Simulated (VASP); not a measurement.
Runs of VASP 6.6.1 on Cd4Te. The structure is that of space group Pm-3m (No. 221), or close to it. The cells are those of the table. 

```csv
task,cell,k mesh,cutoff (eV),gap on the mesh (eV),pressure (GPa),relaxed volume (Å³/atom)
relaxation of cell and atoms,"relaxed from a = 5.459 Å, 5 atoms",8 × 8 × 8,600,none,0.0,32.38
single point,"a = 5.437 Å, 5 atoms",8 × 8 × 8,520,none,0.2,-
single point,"a = 5.459 Å, 5 atoms",4 × 4 × 4,520,none,0.3,-
single point,"a = 4.958 Å, 5 atoms",4 × 4 × 4,520,none,(b),-
relaxation of cell and atoms,"relaxed from a = 4.958 Å, 5 atoms",4 × 4 × 4,600,none,0.0,(a)
```

Alike in all rows: level PBE; potentials or basis VASP PAW PBE potentials, release 64 (Cd, Te); no spin polarisation; smearing gaussian 0.1 eV.

**Question.** Fill in the values left out.

**Answer.** (a) 32.92; (b) 16.3.

Caveats: spin-orbit coupling is left out, which moves the levels of the heavy elements; the volume moved by over 15 % at a fixed basis, so the end points are rough (some runs).

A k mesh can miss the band edges, and the runs leave out spin-orbit coupling on Cd, Te.

A gap of «none» marks levels without a gap at the run's occupations.
